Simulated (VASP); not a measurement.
# Ga4As3N (P4/mmm) in VASP: notebook, part 2 of 4

VASP 6.6.1.

### Step 4. Single point, PBE

This run uses another cell than the first one, of 18.20 Å³/atom.

File INCAR:

```
SYSTEM = Ga4As3N
PREC = Accurate
ENCUT = 520
EDIFF = 1E-6
ISMEAR = 0
SIGMA = 0.1
LREAL = .FALSE.
LASPH = .TRUE.
NELM = 80
ALGO = Normal
ISIF = 2
LWAVE = .FALSE.
LCHARG = .TRUE.
GGA = PE
LELF = .TRUE.
LVHAR = .TRUE.
NBANDS = 46
```

File KPOINTS:

```
Automatic mesh
0
G
  6 6 2
  0 0 0
```

File POSCAR:

```
Ga4As3N
1.0
    3.6403523705      0.0000000000      0.0000000000
    0.0000000000      3.6403523705      0.0000000000
    0.0000000000      0.0000000000     10.9888582389
Ga As N
4 3 1
Direct
    0.0000000000      0.0000000000      0.1769128373
    0.5000000000      0.5000000000      0.5000000000
    0.0000000000      0.0000000000      0.8230871627
    0.5000000000      0.5000000000      0.0000000000
    0.5000000000      0.5000000000      0.2331773105
    0.0000000000      0.0000000000      0.5000000000
    0.5000000000      0.5000000000      0.7668226895
    0.0000000000      0.0000000000      0.0000000000
```

Potentials or basis: VASP PAW PBE potentials, release 64 (Ga_d, As, N).

Launch:

```
cat potpaw_PBE.64/Ga_d/POTCAR potpaw_PBE.64/As/POTCAR potpaw_PBE.64/N/POTCAR > POTCAR
mpirun -np 1 vasp_std > vasp.out
```

OUTCAR:

```text
SYSTEM = Ga4As3N
   PREC = Accurate
   ENCUT = 520
   EDIFF = 1E-6
   ISMEAR = 0
   LREAL = .FALSE.
   LASPH = .TRUE.
   NELM = 80
   ISIF = 2
   GGA = PE

 ion  position               nearest neighbor table
   1  0.000  0.000  0.177-   8 1.94   5 2.65   5 2.65   5 2.65   5 2.65
   2  0.500  0.500  0.500-   6 2.57   6 2.57   6 2.57   6 2.57
   3  0.000  0.000  0.823-   8 1.94   7 2.65   7 2.65   7 2.65   7 2.65
   4  0.500  0.500  0.000-   5 2.56   7 2.56
   5  0.500  0.500  0.233-   4 2.56   1 2.65   1 2.65   1 2.65   1 2.65
   6  0.000  0.000  0.500-   2 2.57   2 2.57   2 2.57   2 2.57
   7  0.500  0.500  0.767-   4 2.56   3 2.65   3 2.65   3 2.65   3 2.65
   8  0.000  0.000  0.000-   1 1.94   3 1.94

  LATTYP: Found a simple tetragonal cell.
 ALAT       =     3.6403523705
 C/A-ratio  =     3.0186248804

  Lattice vectors:

 A1 = (   3.6403523705,   0.0000000000,   0.0000000000)
 A2 = (   0.0000000000,   3.6403523705,   0.0000000000)
 A3 = (   0.0000000000,   0.0000000000,  10.9888582389)

Analysis of symmetry for initial positions (statically):
=====================================================================
 Subroutine PRICEL returns:
 Original cell was already a primitive cell.

 Routine SETGRP: Setting up the symmetry group for a
 simple tetragonal supercell.

 Subroutine GETGRP returns: Found 16 space group operations
 (whereof 16 operations were pure point group operations)
 out of a pool of 16 trial point group operations.

The static configuration has the point symmetry D_4h.

Analysis of symmetry for dynamics (positions and initial velocities):
=====================================================================
 Subroutine PRICEL returns:
 Original cell was already a primitive cell.

 Routine SETGRP: Setting up the symmetry group for a
 simple tetragonal supercell.

 Subroutine GETGRP returns: Found 16 space group operations
 (whereof 16 operations were pure point group operations)
 out of a pool of 16 trial point group operations.

The dynamic configuration has the point symmetry D_4h.

 Subroutine INISYM returns: Found 16 space group operations
 (whereof 16 operations are pure point group operations),
 and found     1 'primitive' translations

----------------------------------------------------------------------------------------

                                     Primitive cell

  volume of cell :     145.6262

  direct lattice vectors                    reciprocal lattice vectors
     3.640352371  0.000000000  0.000000000     0.274698682  0.000000000  0.000000000
     0.000000000  3.640352371  0.000000000     0.000000000  0.274698682  0.000000000
     0.000000000  0.000000000 10.988858239     0.000000000  0.000000000  0.091001265

  length of vectors
     3.640352371  3.640352371 10.988858239     0.274698682  0.274698682  0.091001265

  position of ions in fractional coordinates (direct lattice)
     0.000000000  0.000000000  0.176912837
     0.500000000  0.500000000  0.500000000
     0.000000000  0.000000000  0.823087163
     0.500000000  0.500000000  0.000000000
     0.500000000  0.500000000  0.233177310
     0.000000000  0.000000000  0.500000000
     0.500000000  0.500000000  0.766822690
     0.000000000  0.000000000  0.000000000
[... 43 lines left out ...]
  0.500000  0.000000  0.000000      2.000000
  0.166667  0.166667  0.000000      4.000000
  0.333333  0.166667  0.000000      8.000000
[... 12 lines left out ...]
  0.500000  0.333333  0.500000      4.000000
  0.500000  0.500000  0.500000      1.000000
   k-points           NKPTS =     20   k-points in BZ     NKDIM =     20   number of bands    NBANDS=     46
   number of dos      NEDOS =    301   number of ions     NIONS =      8
   total plane-waves  NPLWV =  65856
   dimension x,y,z NGX =    28 NGY =   28 NGZ =   84
   dimension x,y,z NGXF=    56 NGYF=   56 NGZF=  168
   ions per type =               4   3   1
   NGX,Y,Z   is equivalent  to a cutoff of  12.79, 12.79, 12.71 a.u.
   NGXF,Y,Z  is equivalent  to a cutoff of  25.57, 25.57, 25.42 a.u.
 SYSTEM =  Ga4As3N
   PREC   = accura    normal or accurate (medium, high low for compatibility)
   ISTART =      0    job   : 0-new  1-cont  2-samecut
   ICHARG =      2    charge: 1-file 2-atom 10-const
   ISPIN  =      1    spin polarized calculation?
   LNONCOLLINEAR =      F non collinear calculations
   LSORBIT =      F    spin-orbit coupling
   LASPH  =      T    aspherical Exc in radial PAW
   ENCUT  =  520.0 eV  38.22 Ry    6.18 a.u.   6.77  6.77 20.43*2*pi/ulx,y,z
   NELM   =     80;   NELMIN=  2; NELMDL= -5     # of ELM steps
   EDIFF  = 0.1E-05   stopping-criterion for ELM
   LREAL  =      F    real-space projection
   EDIFFG = 0.1E-04   stopping-criterion for IOM
   NSW    =      0    number of steps for IOM
   IBRION =     -1    ionic relax: 0-MD 1-quasi-New 2-CG
   NFREE  =      0    steps in history (QN), initial steepest desc. (CG)
   ISIF   =      2    stress and relaxation
   ISYM   =      2    0-nonsym 1-usesym 2-fastsym
   POTIM  = 0.5000    time-step for ionic-motion
   TEBEG  =    0.0;   TEEND  =   0.0 temperature during run
   PSTRESS=    0.0 pullay stress
   NELECT =      72.0000    total number of electrons
   NUPDOWN=      -1.0000    fix difference up-down
   EMIN   =  10.00;   EMAX   =-10.00  energy-range for DOS
   EFERMI =   0.00;   METHOD = LEGACY
   ISMEAR =     0;   SIGMA  =   0.10  broadening in eV -4-tet -1-fermi 0-gaus
   EFERMI_NEDOS =   21; number of points for ismear=-14 and -15
   IALGO  =     38    algorithm
   IMIX   =      4    mixing-type and parameters
     AMIX     =   0.40;   BMIX     =  1.00
     AMIX_MAG =   1.60;   BMIX_MAG =  1.00
  volume/ion in A,a.u.               =      18.20       122.84
  Fermi-wavevector in a.u.,A,eV,Ry     =   1.294511  2.446272 22.800093  1.675760
  Thomas-Fermi vector in A             =   2.426090
   LORBIT       =      0    0 simple, 1 ext, 2 COOP (PROOUT), +10 PAW based schemes
   GGA     = PE    functional components
   LHFCALC =     F    Hartree Fock is set to
   AEXX    =    0.0000 exact exchange contribution
   IVDW    =     0    specifies the selected vdW correction
   LEPSILON=     F    determine dielectric tensor
   LRPA    =     F    only Hartree local field effects (RPA)
 non-spin polarized calculation
 Gauss-broadening in eV      SIGMA  =   0.10
  energy-cutoff  :      520.00
  volume of cell :      145.63
 maximum number of plane-waves:      3948
 NGX is ok and might be reduce to    28
   NGX = 13   NGY = 13   NGZ = 41

 number of electron      71.9999953 magnetization

 Free energy of the ion-electron system (eV)
  ---------------------------------------------------
  ext. energy  EPLUGINS =         0.00000000
  ---------------------------------------------------
  free energy    TOTEN  =       -32.79706340 eV

  energy without entropy =      -32.77989421  energy(sigma->0) =      -32.78847881

 E-fermi :   4.9080     XC(G=0): -10.6002

 val. band max:        4.8993679741   @ k =   0.0000   0.0000   0.0000
 cond. band min:       4.9804429950   @ k =   0.5000   0.3333   0.5000
 fundamental gap:      0.0810750209
 Fermi energy:         4.9080206965

 k-point     1 :       0.0000    0.0000    0.0000
  band No.  band energies     occupation
      1     -10.5647      2.00000
      2      -9.8477      2.00000
      3      -9.8438      2.00000
      4      -9.8226      2.00000
      5      -9.7941      2.00000
      6      -9.7832      2.00000
[... 969 lines left out ...]
     45      11.4162      0.00000
     46      11.8600      0.00000

------------------------ aborting loop because EDIFF is reached ----------------------------------------

  FORCE on cell =-STRESS in cart. coord.  units (eV):
  Direction    XX          YY          ZZ          XY          YZ          ZX
  --------------------------------------------------------------------------------------
  -------------------------------------------------------------------------------------
  Total        0.1093422      0.1093422      0.1513618      0.0000000     -0.0000000     -0.0000000
  in kB        1.2029812      1.2029812      1.6652811      0.0000000     -0.0000000     -0.0000000
  external PRESSURE =       1.3570811 kB  Pullay stress =       0.0000000 kB

 VOLUME and BASIS-vectors are now :
 -----------------------------------------------------------------------------
  energy-cutoff  :      520.00
  volume of cell :      145.63
      direct lattice vectors                 reciprocal lattice vectors
     3.640352371  0.000000000  0.000000000     0.274698682  0.000000000  0.000000000
     0.000000000  3.640352371  0.000000000     0.000000000  0.274698682  0.000000000
     0.000000000  0.000000000 10.988858239     0.000000000  0.000000000  0.091001265

 POSITION                                       TOTAL-FORCE (eV/Angst)
 -----------------------------------------------------------------------------------
      0.00000      0.00000      1.94407        -0.000000     -0.000000      0.015600
      1.82018      1.82018      5.49443         0.000000      0.000000      0.000000
      0.00000      0.00000      9.04479         0.000000     -0.000000     -0.015600
      1.82018      1.82018      0.00000         0.000000      0.000000      0.000000
      1.82018      1.82018      2.56235         0.000000     -0.000000      0.019975
      0.00000      0.00000      5.49443         0.000000      0.000000      0.000000
      1.82018      1.82018      8.42651        -0.000000      0.000000     -0.019975
      0.00000      0.00000      0.00000         0.000000      0.000000      0.000000
 -----------------------------------------------------------------------------------
    total drift:                                0.000000      0.000000      0.000000

  FREE ENERGIE OF THE ION-ELECTRON SYSTEM (eV)
  ---------------------------------------------------
  free  energy   TOTEN  =       -32.7970634043 eV

  energy  without entropy=      -32.7798942062  energy(sigma->0) =      -32.78847881
```

Run time: 2.7 min. Hardware: 1 thread of Intel Xeon 8259CL, shared host; peak memory 0.3 GiB.

What came out:

| Item | Value |
| --- | --- |
| Free energy | -32.7971 eV |
| Pressure | 0.1 GPa |
| Largest force | 0.020 eV/Å |
| Band gap on the k mesh | zero (bands 36 and 37 overlap by 3.19 eV) |

Forces on the atoms (eV/Å):
```
Ga   0.000  0.000  0.016
Ga   0.000  0.000  0.000
Ga   0.000  0.000 -0.016
Ga   0.000  0.000  0.000
As   0.000  0.000  0.020
As   0.000  0.000  0.000
As   0.000  0.000 -0.020
N    0.000  0.000  0.000
```

(Continued in part 3 of 4.)

The gap in the log of VASP goes by the Fermi energy; the results here count the filled bands.